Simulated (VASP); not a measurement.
# SiGe5 (P6/mmm) in VASP: further runs

Runs on SiGe5. Level: PBE. Tasks: single point.

Everything below comes from runs of VASP 6.6.1. Logs are shortened: lines on timing, memory, paths and dates and some standing lists are left out, and cuts for length are marked.

## 1. The cell of the first run

It takes space group P6/mmm (No. 191, hexagonal). Conventional cell: a = 4.804 Å, b = 4.804 Å, c = 5.622 Å, α = 90.00°, β = 90.00°, γ = 120.00°. Within 3.7 Å of Si (site symmetry 6/mmm) lie 14 Ge at 2.81 to 3.09 Å. Ge (site symmetry 3m) has 8 Ge at 2.73 to 3.13 Å and 3 Si at 3.09 Å within 3.6 Å. Ge (site symmetry 6/mmm) has 2 Si at 2.81 Å and 12 Ge at 3.13 Å within 3.7 Å.

## 2. Single point, PBE

The input, INCAR:

```
  ALGO = Normal
  EDIFF = 1E-6
  ENCUT = 520
  GGA = PE
  ISIF = 2
  ISMEAR = 0
  LASPH = T
  LCHARG = T
  LELF = T
  LREAL = F
  LVHAR = T
  LWAVE = F
  NBANDS = 46
  NELM = 80
  PREC = Accurate
  SIGMA = 0.1
```

The input, KPOINTS:

```
k-points
0
Gamma
  6 6 4
```

The input, POSCAR:

```
SiGe5
1.0
    4.8036096344     -0.0000000030      0.0000000000
   -2.4018048146      4.1600479747      0.0000000000
    0.0000000000      0.0000000000      5.6221819178
Si Ge
1 5
Direct
    0.0000000000      0.0000000000      0.5000000000
    0.6666666667      0.3333333333      0.7430041657
    0.0000000000      0.0000000000      0.0000000000
    0.6666666667      0.3333333333      0.2569958343
    0.3333333333      0.6666666667      0.2569958343
    0.3333333333      0.6666666667      0.7430041657
```

Potentials or basis: VASP PAW PBE potentials, release 64 (Si, Ge_d).

Launch:

```
$ cat potpaw_PBE.64/Si/POTCAR potpaw_PBE.64/Ge_d/POTCAR > POTCAR
$ mpirun -np 1 vasp_std > vasp.out
```

OUTCAR:

```text
EDIFF = 1E-6
   ENCUT = 520
   GGA = PE
   ISIF = 2
   ISMEAR = 0
   LASPH = T
   LREAL = F
   NELM = 80
   PREC = Accurate

 ion  position               nearest neighbor table
   1  0.000  0.000  0.500-   3 2.81   3 2.81
   2  0.667  0.333  0.743-   4 2.73   6 2.77   6 2.77   6 2.77   4 2.89
   3  0.000  0.000  0.000-   1 2.81   1 2.81
   4  0.667  0.333  0.257-   2 2.73   5 2.77   5 2.77   5 2.77   2 2.89
   5  0.333  0.667  0.257-   6 2.73   4 2.77   4 2.77   4 2.77   6 2.89
   6  0.333  0.667  0.743-   5 2.73   2 2.77   2 2.77   2 2.77   5 2.89

  LATTYP: Found a hexagonal cell.
 ALAT       =     4.8036096344
 C/A-ratio  =     1.1704077445

  Lattice vectors:

 A1 = (   4.8036096344,  -0.0000000030,   0.0000000000)
 A2 = (  -2.4018048146,   4.1600479747,   0.0000000000)
 A3 = (   0.0000000000,   0.0000000000,   5.6221819178)

Analysis of symmetry for initial positions (statically):
=====================================================================
 Subroutine PRICEL returns:
 Original cell was already a primitive cell.

 Routine SETGRP: Setting up the symmetry group for a
 hexagonal supercell.

 Subroutine GETGRP returns: Found 24 space group operations
 (whereof 24 operations were pure point group operations)
 out of a pool of 24 trial point group operations.

The static configuration has the point symmetry D_6h.

Analysis of symmetry for dynamics (positions and initial velocities):
=====================================================================
 Subroutine PRICEL returns:
 Original cell was already a primitive cell.

 Routine SETGRP: Setting up the symmetry group for a
 hexagonal supercell.

 Subroutine GETGRP returns: Found 24 space group operations
 (whereof 24 operations were pure point group operations)
 out of a pool of 24 trial point group operations.

The dynamic configuration has the point symmetry D_6h.

 Subroutine INISYM returns: Found 24 space group operations
 (whereof 24 operations are pure point group operations),
 and found     1 'primitive' translations

----------------------------------------------------------------------------------------

                                     Primitive cell

  volume of cell :     112.3494

  direct lattice vectors                    reciprocal lattice vectors
     4.803609634 -0.000000003  0.000000000     0.208176783  0.120190922  0.000000000
    -2.401804815  4.160047975  0.000000000     0.000000000  0.240381843  0.000000000
     0.000000000  0.000000000  5.622181918     0.000000000  0.000000000  0.177866888

  length of vectors
     4.803609634  4.803609634  5.622181918     0.240381843  0.240381843  0.177866888

  position of ions in fractional coordinates (direct lattice)
     0.000000000  0.000000000  0.500000000
     0.666666667  0.333333333  0.743004166
     0.000000000  0.000000000  0.000000000
     0.666666667  0.333333333  0.256995834
     0.333333333  0.666666667  0.256995834
     0.333333333  0.666666667  0.743004166

  ion indices of the primitive-cell ions
   primitive index   ion index
                 1           1
                 2           2
                 3           3
                 4           4
                 5           5
                 6           6

----------------------------------------------------------------------------------------

 KPOINTS: k-points

Automatic generation of k-mesh.
 Grid dimensions read from file:
 generate k-points for:    6    6    4

 Generating k-lattice:

  Cartesian coordinates                     Fractional coordinates (reciprocal lattice)
     0.034696130  0.020031820  0.000000000     0.166666667  0.000000000  0.000000000
     0.000000000  0.040063641  0.000000000     0.000000000  0.166666667  0.000000000
     0.000000000  0.000000000  0.044466722     0.000000000  0.000000000  0.250000000

  Length of vectors
     0.040063641  0.040063641  0.044466722

  Shift w.r.t. Gamma in fractional coordinates (k-lattice)
     0.000000000  0.000000000  0.000000000

 Subroutine IBZKPT returns following result:
 ===========================================

 Found     21 irreducible k-points:

 Following reciprocal coordinates:
            Coordinates               Weight
  0.000000  0.000000  0.000000      1.000000
  0.166667  0.000000  0.000000      6.000000
  0.333333 -0.000000  0.000000      6.000000
  0.500000  0.000000  0.000000      3.000000
  0.166667  0.166667  0.000000      6.000000
  0.333333  0.166667  0.000000     12.000000
[... 13 lines left out ...]
  0.333333  0.166667  0.500000     12.000000
  0.333333  0.333333  0.500000      2.000000
   k-points           NKPTS =     21   k-points in BZ     NKDIM =     21   number of bands    NBANDS=     46
   number of dos      NEDOS =    301   number of ions     NIONS =      6
   total plane-waves  NPLWV =  54432
   dimension x,y,z NGX =    36 NGY =   36 NGZ =   42
   dimension x,y,z NGXF=    72 NGYF=   72 NGZF=   84
   ions per type =               1   5
   NGX,Y,Z   is equivalent  to a cutoff of  12.46, 12.46, 12.42 a.u.
   NGXF,Y,Z  is equivalent  to a cutoff of  24.92, 24.92, 24.84 a.u.
 SYSTEM =  unknown system
   PREC   = accura    normal or accurate (medium, high low for compatibility)
   ISTART =      0    job   : 0-new  1-cont  2-samecut
   ICHARG =      2    charge: 1-file 2-atom 10-const
   ISPIN  =      1    spin polarized calculation?
   LNONCOLLINEAR =      F non collinear calculations
   LSORBIT =      F    spin-orbit coupling
   LASPH  =      T    aspherical Exc in radial PAW
   ENCUT  =  520.0 eV  38.22 Ry    6.18 a.u.   8.93  8.93 10.45*2*pi/ulx,y,z
   NELM   =     80;   NELMIN=  2; NELMDL= -5     # of ELM steps
   EDIFF  = 0.1E-05   stopping-criterion for ELM
   LREAL  =      F    real-space projection
   EDIFFG = 0.1E-04   stopping-criterion for IOM
   NSW    =      0    number of steps for IOM
   IBRION =     -1    ionic relax: 0-MD 1-quasi-New 2-CG
   NFREE  =      0    steps in history (QN), initial steepest desc. (CG)
   ISIF   =      2    stress and relaxation
   ISYM   =      2    0-nonsym 1-usesym 2-fastsym
   POTIM  = 0.5000    time-step for ionic-motion
   TEBEG  =    0.0;   TEEND  =   0.0 temperature during run
   PSTRESS=    0.0 pullay stress
   NELECT =      74.0000    total number of electrons
   NUPDOWN=      -1.0000    fix difference up-down
   EMIN   =  10.00;   EMAX   =-10.00  energy-range for DOS
   EFERMI =   0.00;   METHOD = LEGACY
   ISMEAR =     0;   SIGMA  =   0.10  broadening in eV -4-tet -1-fermi 0-gaus
   EFERMI_NEDOS =   21; number of points for ismear=-14 and -15
   IALGO  =     38    algorithm
   IMIX   =      4    mixing-type and parameters
     AMIX     =   0.40;   BMIX     =  1.00
     AMIX_MAG =   1.60;   BMIX_MAG =  1.00
  volume/ion in A,a.u.               =      18.72       126.36
  Fermi-wavevector in a.u.,A,eV,Ry     =   1.424388  2.691704 27.604619  2.028882
  Thomas-Fermi vector in A             =   2.544885
   LORBIT       =      0    0 simple, 1 ext, 2 COOP (PROOUT), +10 PAW based schemes
   GGA     = PE    functional components
   LHFCALC =     F    Hartree Fock is set to
   AEXX    =    0.0000 exact exchange contribution
   IVDW    =     0    specifies the selected vdW correction
   LEPSILON=     F    determine dielectric tensor
   LRPA    =     F    only Hartree local field effects (RPA)
 non-spin polarized calculation
 Gauss-broadening in eV      SIGMA  =   0.10
  energy-cutoff  :      520.00
  volume of cell :      112.35
 maximum number of plane-waves:      3045
 NGX is ok and might be reduce to    36
   NGX = 17   NGY = 17   NGZ = 21

 number of electron      74.0000091 magnetization

 Free energy of the ion-electron system (eV)
  ---------------------------------------------------
  ext. energy  EPLUGINS =         0.00000000
  ---------------------------------------------------
  free energy    TOTEN  =       -25.67240528 eV

  energy without entropy =      -25.65371189  energy(sigma->0) =      -25.66305858

 E-fermi :   6.8704     XC(G=0): -11.1349

 val. band max:        6.8665037287   @ k =   0.1667   0.1667   0.0000
 cond. band min:       6.8801556455   @ k =   0.3333   0.1667   0.5000
 fundamental gap:      0.0136519168
 Fermi energy:         6.8704178471

 k-point     1 :       0.0000    0.0000    0.0000
  band No.  band energies     occupation
      1     -17.9852      2.00000
      2     -17.9852      2.00000
      3     -17.9621      2.00000
      4     -17.9621      2.00000
      5     -17.9571      2.00000
      6     -17.8736      2.00000
[... 38 lines left out ...]
     45      11.4016      0.00000
     46      11.4057      0.00000

 k-point     2 :       0.1667    0.0000    0.0000
  band No.  band energies     occupation
      1     -17.9846      2.00000
      2     -17.9840      2.00000
      3     -17.9619      2.00000
      4     -17.9618      2.00000
      5     -17.9570      2.00000
      6     -17.8720      2.00000
[... 38 lines left out ...]
     45      11.7558      0.00000
     46      12.1100      0.00000

 k-point     3 :       0.3333   -0.0000    0.0000
  band No.  band energies     occupation
      1     -17.9833      2.00000
      2     -17.9823      2.00000
      3     -17.9617      2.00000
      4     -17.9601      2.00000
      5     -17.9569      2.00000
      6     -17.8668      2.00000
[... 38 lines left out ...]
     45      12.4239      0.00000
     46      12.4848      0.00000

 k-point     4 :       0.5000    0.0000    0.0000
  band No.  band energies     occupation
      1     -17.9827      2.00000
      2     -17.9818      2.00000
      3     -17.9615      2.00000
      4     -17.9586      2.00000
      5     -17.9569      2.00000
      6     -17.8605      2.00000
[... 773 lines left out ...]
     45      10.1880      0.00000
     46      11.8741      0.00000

 k-point    20 :       0.3333    0.1667    0.5000
  band No.  band energies     occupation
      1     -17.9825      2.00000
      2     -17.9818      2.00000
      3     -17.9609      2.00000
      4     -17.9596      2.00000
      5     -17.9561      2.00000
      6     -17.8276      2.00000
[... 38 lines left out ...]
     45      11.2926      0.00000
     46      11.9529      0.00000

 k-point    21 :       0.3333    0.3333    0.5000
  band No.  band energies     occupation
      1     -17.9821      2.00000
      2     -17.9821      2.00000
      3     -17.9593      2.00000
      4     -17.9593      2.00000
      5     -17.9562      2.00000
      6     -17.8343      2.00000
[... 38 lines left out ...]
     45      12.7265      0.00000
     46      13.1298      0.00000

------------------------ aborting loop because EDIFF is reached ----------------------------------------

  FORCE on cell =-STRESS in cart. coord.  units (eV):
  Direction    XX          YY          ZZ          XY          YZ          ZX
  --------------------------------------------------------------------------------------
  -------------------------------------------------------------------------------------
  Total       -0.1386524     -0.1386524      0.2363665     -0.0000000      0.0000000      0.0000000
  in kB       -1.9772746     -1.9772746      3.3707422     -0.0000000      0.0000000      0.0000000
  external PRESSURE =      -0.1946023 kB  Pullay stress =       0.0000000 kB

 VOLUME and BASIS-vectors are now :
 -----------------------------------------------------------------------------
  energy-cutoff  :      520.00
  volume of cell :      112.35
      direct lattice vectors                 reciprocal lattice vectors
     4.803609634 -0.000000003  0.000000000     0.208176783  0.120190922  0.000000000
    -2.401804815  4.160047975  0.000000000     0.000000000  0.240381843  0.000000000
     0.000000000  0.000000000  5.622181918     0.000000000  0.000000000  0.177866888

 POSITION                                       TOTAL-FORCE (eV/Angst)
 -----------------------------------------------------------------------------------
      0.00000      0.00000      2.81109        -0.000000      0.000000      0.000000
      2.40180      1.38668      4.17730        -0.000000     -0.000000      0.024036
      0.00000      0.00000      0.00000        -0.000000      0.000000      0.000000
      2.40180      1.38668      1.44488        -0.000000      0.000000     -0.024036
      0.00000      2.77337      1.44488         0.000000      0.000000     -0.024036
      0.00000      2.77337      4.17730         0.000000     -0.000000      0.024036
 -----------------------------------------------------------------------------------
    total drift:                                0.000000      0.000000      0.000000

  FREE ENERGIE OF THE ION-ELECTRON SYSTEM (eV)
  ---------------------------------------------------
  free  energy   TOTEN  =       -25.6724052811 eV

  energy  without entropy=      -25.6537118876  energy(sigma->0) =      -25.66305858
```

Wall time 52 s (1 thread of AMD EPYC 9R45 (Zen 5), shared host); peak memory 0.23 GiB.

Results:

* Free energy: -25.6724 eV
* Pressure: 0.0 GPa
* Largest force: 0.024 eV/Å
* Band gap on the k mesh: zero (band 37 reaches 8.24 eV, above the bottom of band 38 at 4.99 eV)

Forces in eV/Å, atoms in the order of the input:
```
Si   0.000  0.000  0.000
Ge   0.000  0.000  0.024
Ge   0.000  0.000  0.000
Ge   0.000  0.000 -0.024
Ge   0.000  0.000 -0.024
Ge   0.000  0.000  0.024
```

## 3. Single point, PBE

This run uses another cell than the first one, of 19.28 Å³/atom, 1.029 times its volume.

The input, INCAR:

```
PREC = Accurate
ENCUT = 520
EDIFF = 1E-7
ISMEAR = 0
SIGMA = 0.1
LREAL = F
LASPH = T
NELM = 100
ALGO = Normal
ISIF = 2
LWAVE = F
LCHARG = F
GGA = PE
NBANDS = 46
```

The input, KPOINTS:

```
regular mesh
0
Gamma
  6 6 4
```

The input, POSCAR:

```
SiGe5
1.0
    4.6164053900      0.0000000000      0.0000000000
   -2.3082026900      3.9979243400      0.0000000000
    0.0000000000      0.0000000000      6.2665430600
Si Ge
1 5
Direct
    0.0000000000      0.0000000000      0.5000000000
    0.6666666700      0.3333333300      0.7959949400
    0.0000000000      0.0000000000      0.0000000000
    0.6666666700      0.3333333300      0.2040050600
    0.3333333300      0.6666666700      0.2040050600
    0.3333333300      0.6666666700      0.7959949400
```

Potentials or basis: VASP PAW PBE potentials, release 64 (Si, Ge_d).

Launch:

```
$ cat potpaw_PBE.64/Si/POTCAR potpaw_PBE.64/Ge_d/POTCAR > POTCAR
$ mpirun -np 1 vasp_std > vasp.out
```

Wall time 81 s (1 thread of AMD EPYC 9R45 (Zen 5), shared host); peak memory 0.24 GiB.

It converged, with:

```yaml
Free_energy: -24.5359 eV
Pressure: 4.2 GPa
Largest_force: 1.075 eV/Å
Band_gap_on_the_k_mesh: zero (band 37 reaches 7.50 eV, above the bottom of band 38 at 5.18 eV)
```

Forces in eV/Å, atoms in the order of the input:
```
Si   0.000  0.000  0.000
Ge   0.000  0.000 -1.075
Ge   0.000  0.000  0.000
Ge   0.000  0.000  1.075
Ge   0.000  0.000  1.075
Ge   0.000  0.000 -1.075
```

Stress tensor (GPa, compression positive):
```
 6.78  0.00  0.00
 0.00  6.78  0.00
 0.00  0.00 -0.98
```

Levels at points of the mesh, in eV from the Fermi level:
```csv
k point,band 33,band 34,band 35,band 36,band 37,band 38,band 39,band 40,band 41,band 42
"(0.00, 0.00, 0.00)",-2.72,-2.72,-2.36,-0.99,-0.77,-0.77,-0.41,0.80,0.80,0.82
"(0.50, 0.00, 0.00)",-4.51,-2.61,-2.11,-1.27,-0.02,2.00,2.19,3.52,3.54,3.87
"(0.00, 0.00, 0.50)",-2.97,-2.97,-2.35,-2.35,-1.34,-1.34,-0.80,-0.80,-0.78,2.65
"(0.50, 0.00, 0.50)",-3.26,-1.93,-1.49,-1.09,-0.71,1.63,2.14,2.63,2.70,3.12
```

Caveat: forces of over 1 eV/Å act on the atoms, so gaps and moduli don't describe the material at rest.
